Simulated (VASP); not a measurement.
# Mn in VASP: a series of runs, part 2 of 2

VASP 6.6.1. The steps go on from the part before.

## 3. Single point, PBE, collinear spin, ferromagnetic start

This run uses another cell than the first one, of 159.09 Å³/atom, 0.978 times its volume.

The input, INCAR:

```
SYSTEM = Mn
PREC     = Accurate       ! precision mode
ENCUT    = 520            ! plane-wave cutoff, eV
EDIFF    = 1E-6           ! SCF threshold, eV
ISMEAR   = 0              ! smearing method
SIGMA    = 0.1            ! smearing width, eV
LREAL    = .False.        ! projectors in reciprocal space
LASPH    = .True.         ! aspherical terms in the spheres
NELM     = 150            ! most SCF steps
ALGO     = Normal         ! electronic algorithm
ISIF     = 2              ! what is computed and relaxed
LWAVE    = .False.        ! write WAVECAR
LCHARG   = .True.         ! write CHGCAR
ISPIN    = 2              ! spin polarisation
MAGMOM   = 4.13           ! initial moments
LORBIT   = 11             ! projections on sites
LMAXMIX  = 4              ! l up to which the mixer works
LDIPOL   = .True.       
IDIPOL   = 3            
DIPOL    = 0.5 0.5 0.294
GGA      = PE             ! functional
LELF     = .True.         ! ELF
LVHAR    = .True.       
LVACPOTAV= .True.       
NBANDS   = 16             ! bands
```

The input, KPOINTS:

```
Automatic mesh
0
Gamma
  22 22 1
  0 0 0
```

The input, POSCAR:

```
Mn
1.0
    2.5854113587      0.0000000000      0.0000000000
    0.0000000000      2.5854113587      0.0000000000
    0.0000000000      0.0000000000     23.8000000000
Mn
1
Direct
    0.0000000000      0.0000000000      0.2941176471
```

Potentials or basis: VASP PAW PBE potentials, release 64 (Mn_pv).

Run with:

```
$ cat potpaw_PBE.64/Mn_pv/POTCAR > POTCAR
$ mpirun -np 1 vasp_std > vasp.out
```

OUTCAR:

```text
SYSTEM = Mn
   PREC = Accurate
   ENCUT = 520
   EDIFF = 1E-6
   ISMEAR = 0
   LREAL = .False.
   LASPH = .True.
   NELM = 150
   ISIF = 2
   ISPIN = 2
   LORBIT = 11
   GGA = PE

 ion  position               nearest neighbor table
   1  0.000  0.000  0.294-

  LATTYP: Found a simple tetragonal cell.
 ALAT       =     2.5854113587
 C/A-ratio  =     9.2054983513

  Lattice vectors:

 A1 = (   2.5854113587,   0.0000000000,   0.0000000000)
 A2 = (   0.0000000000,   2.5854113587,   0.0000000000)
 A3 = (   0.0000000000,   0.0000000000,  23.8000000000)

Analysis of symmetry for initial positions (statically):
=====================================================================
 Subroutine PRICEL returns:
 Original cell was already a primitive cell.

 Routine SETGRP: Setting up the symmetry group for a
 simple tetragonal supercell.

 Subroutine GETGRP returns: Found 16 space group operations
 (whereof  8 operations were pure point group operations)
 out of a pool of 16 trial point group operations.

The static configuration has the point symmetry C_4v.
 The point group associated with its full space group is D_4h.

Analysis of symmetry for dynamics (positions and initial velocities):
=====================================================================
 Subroutine PRICEL returns:
 Original cell was already a primitive cell.

 Routine SETGRP: Setting up the symmetry group for a
 simple tetragonal supercell.

 Subroutine GETGRP returns: Found 16 space group operations
 (whereof  8 operations were pure point group operations)
 out of a pool of 16 trial point group operations.

The dynamic configuration has the point symmetry C_4v.
 The point group associated with its full space group is D_4h.

Analysis of structural, dynamic, and magnetic symmetry:
=====================================================================
 Subroutine PRICEL returns:
 Original cell was already a primitive cell.

 Routine SETGRP: Setting up the symmetry group for a
 simple tetragonal supercell.

 Subroutine GETGRP returns: Found 16 space group operations
 (whereof  8 operations were pure point group operations)
 out of a pool of 16 trial point group operations.

[... 137 lines left out ...]

 dipolmoment           0.000000      0.000000      0.000056 electrons x Angstroem

 number of electron      12.9999981 magnetization       4.2778426

 dipolmoment           0.000000      0.000000     -0.000002 electrons x Angstroem

 Free energy of the ion-electron system (eV)
  ---------------------------------------------------
  ext. energy  EPLUGINS =         0.00000000
  ---------------------------------------------------
  free energy    TOTEN  =        -6.91902772 eV

  energy without entropy =       -6.91095980  energy(sigma->0) =       -6.91499376

 E-fermi :  -2.5532     XC(G=0):  -1.8962

 val. band max:       -2.5532551023   @ k =   0.5000   0.4545   0.0000
 cond. band min:      -2.5454073886   @ k =   0.4091   0.1364   0.0000
 fundamental gap:      0.0078477137
 Fermi energy:        -2.5532037515

 spin component 1

 k-point     1 :       0.0000    0.0000    0.0000
  band No.  band energies     occupation
      1     -52.7065      1.00000
      2     -52.0206      1.00000
      3     -52.0206      1.00000
      4      -8.2139      1.00000
      5      -6.1350      1.00000
      6      -5.5631      1.00000
[... 435 lines left out ...]
      5      -5.9556      1.00000
      6      -5.4540      1.00000
[... 8 lines left out ...]
     15       2.7103      0.00000
     16       4.1432      0.00000

 [... further k-points ...]

 spin component 2

 k-point     1 :       0.0000    0.0000    0.0000
  band No.  band energies     occupation
      1     -48.3804      1.00000
      2     -48.1203      1.00000
      3     -48.1203      1.00000
      4      -7.0224      1.00000
      5      -3.1752      1.00000
      6      -2.2795      0.00005
[... 435 lines left out ...]
      5      -2.9909      1.00000
      6      -2.1038      0.00000
[... 8 lines left out ...]
     15       2.9474      0.00000
     16       4.3547      0.00000

 [... further k-points ...]
[... 5 lines left out ...]
  --------------------------------------------------------------------------------------
  -------------------------------------------------------------------------------------
  Total        0.1730658      0.1730658     -0.0043470      0.0000000      0.0000000      0.0000000
  in kB        1.7429524      1.7429524     -0.0437790      0.0000000      0.0000000      0.0000000
  external PRESSURE =       1.1473753 kB  Pullay stress =       0.0000000 kB

 VOLUME and BASIS-vectors are now :
 -----------------------------------------------------------------------------
  energy-cutoff  :      520.00
  volume of cell :      159.09
      direct lattice vectors                 reciprocal lattice vectors
     2.585411359  0.000000000  0.000000000     0.386785645  0.000000000  0.000000000
     0.000000000  2.585411359  0.000000000     0.000000000  0.386785645  0.000000000
     0.000000000  0.000000000 23.800000000     0.000000000  0.000000000  0.042016807

 POSITION                                       TOTAL-FORCE (eV/Angst)
 -----------------------------------------------------------------------------------
      0.00000      0.00000      7.00000         0.000000      0.000000     -0.000000
 -----------------------------------------------------------------------------------
    total drift:                                0.000000      0.000000      0.000243

  FREE ENERGIE OF THE ION-ELECTRON SYSTEM (eV)
  ---------------------------------------------------
  free  energy   TOTEN  =        -6.9190277160 eV

  energy  without entropy=       -6.9109597967  energy(sigma->0) =       -6.91499376

 vacuum level on the upper side and lower side of the slab         1.136         1.136

 total charge

# of ion       s       p       d       tot
------------------------------------------
    1        0.366   6.128   4.992  11.485

 magnetization (x)

# of ion       s       p       d       tot
------------------------------------------
    1        0.037   0.046   3.779   3.862
```

OSZICAR:

```text
N       E                     dE             d eps       ncg     rms          rms(c)
DAV:   1     0.514928778585E+02    0.51493E+02   -0.71775E+03  6240   0.584E+02
DAV:   2    -0.564863160880E+01   -0.57142E+02   -0.53311E+02  5536   0.157E+02
DAV:   3    -0.703814436732E+01   -0.13895E+01   -0.13863E+01  5992   0.309E+01
[... 21 lines left out ...]
DAV:  25    -0.691902133542E+01   -0.52803E-05   -0.18605E-07  4552   0.119E-03    0.392E-04
DAV:  26    -0.691902480167E+01   -0.34662E-05   -0.89164E-08  4672   0.804E-04    0.273E-04
DAV:  27    -0.691902604632E+01   -0.12447E-05   -0.25488E-08  4480   0.508E-04    0.113E-04
DAV:  28    -0.691902739996E+01   -0.13536E-05   -0.25319E-08  4176   0.320E-04    0.706E-05
DAV:  29    -0.691902771601E+01   -0.31605E-06   -0.36160E-09  4192   0.156E-04
   1 F= -.69190277E+01 E0= -.69149938E+01  d E =-.806792E-02  mag=     4.2778
```

Run time: 9 min. Hardware: 1 thread of Intel Xeon Platinum 8375C at 2.90GHz (Ice Lake), shared host; peak memory 0.5 GiB.

What came out:

- Free energy: -6.9190 eV
- Net moment: 4.28 μB per cell
- Site moments: Mn +3.86 μB
- Valence electrons inside the program's atomic spheres: Mn 11.48

## 4. Single point, PBE, collinear spin, ferromagnetic start

The input, INCAR:

```
SYSTEM = Mn
PREC = Accurate
ENCUT = 520
EDIFF = 1E-7
ISMEAR = 0
SIGMA = 0.1
LREAL = .False.
LASPH = .True.
NELM = 150
ALGO = Normal
ISIF = 2
LWAVE = .False.
LCHARG = .False.
ISPIN = 2
MAGMOM = 4.26
LORBIT = 11
LMAXMIX = 4
LDIPOL = .True.
IDIPOL = 3
DIPOL = 0.5 0.5 0.294
GGA = PE
NBANDS = 16
```

The input, KPOINTS:

```
regular mesh
0
Gamma
  22 22 1
  0 0 0
```

The input, POSCAR:

```
Mn
1.0
    2.6143163257      0.0000000000      0.0000000000
    0.0000000000      2.6143163257      0.0000000000
    0.0000000000      0.0000000000     23.8000000000
Mn
1
Direct
    0.0000000000      0.0000000000      0.2941176471
```

Run with:

```
$ cat potpaw_PBE.64/Mn_pv/POTCAR > POTCAR
$ mpirun -np 1 vasp_std > vasp.out
```

It took 6.9 min on 1 thread of Intel Xeon Platinum 8375C at 2.90GHz (Ice Lake), shared host; peak memory 0.51 GiB.

It converged, with:

| Property | Result |
| --- | --- |
| Free energy | -6.9214 eV |
| Net moment | 4.34 μB per cell |
| Site moments | Mn +3.91 μB |
| Valence electrons inside the program's atomic spheres | Mn 11.46 |

Levels at points of the mesh, in eV from the Fermi level:
Spin up:
```
           k point  band 7  band 8  band 9  band 10  band 11  band 12
(0.00, 0.00, 0.00)   -1.73   -1.73   -0.83    -0.60     3.09     3.56
(0.50, 0.00, 0.00)   -1.72   -1.59    0.13     2.96     4.48     6.87
(0.50, 0.50, 0.00)   -2.00   -0.10    5.06     5.06     9.09     9.67
```
Spin down:
| k point | band 2 | band 3 | band 4 | band 5 | band 6 | band 7 |
| --- | --- | --- | --- | --- | --- | --- |
| (0.00, 0.00, 0.00) | -45.61 | -45.61 | -4.42 | -0.57 | 0.28 | 0.46 |
| (0.50, 0.00, 0.00) | -45.85 | -45.59 | -0.78 | -0.17 | 0.90 | 1.46 |
| (0.50, 0.50, 0.00) | -45.84 | -45.83 | -1.31 | 0.70 | 0.70 | 2.01 |
